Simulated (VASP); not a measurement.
MoS, 2 atoms in the cell. It takes space group Fm-3m (No. 225, cubic). The conventional cell has a = 4.956 Å, b = 4.956 Å, c = 4.956 Å, α = 90.00°, β = 90.00°, γ = 90.00°. Mo (site symmetry m-3m) has 6 S at 2.48 Å within 3.3 Å. Within 3.3 Å of S (site symmetry m-3m) lie 6 Mo at 2.48 Å. 

- Program: VASP 6.6.1
- Task: single point
- Functional: PBE
- Potentials or basis: VASP PAW PBE potentials, release 64 (Mo_sv, S)
- Cutoff: 520 eV
- k mesh: 20 × 20 × 20
- Occupations: gaussian, width 0.1 eV
- Spin: collinear spin
- Starting moments: [0.43, 0.0] μB
- Dipole correction: no
- Further INCAR settings: ALGO = Normal; EDIFF = 1e-07; NBANDS = 21

Potentials or basis: VASP PAW PBE potentials, release 64 (Mo_sv, S).

Launch:

```bash
$ cat potpaw_PBE.64/Mo_sv/POTCAR potpaw_PBE.64/S/POTCAR > POTCAR
$ mpirun -np 1 vasp_std > vasp.out
```

Hardware: 1 thread of AMD EPYC 9R45 96-Core Processor (Zen 5), with other jobs on the host.

Question: How long does it take, and how much memory?

Answer: Run time: 4.9 min on 1 thread of AMD EPYC 9R45 96-Core Processor (Zen 5), with other jobs on the host, peak memory 0.33 GiB. Counts: scf iterations 22, k points 256.
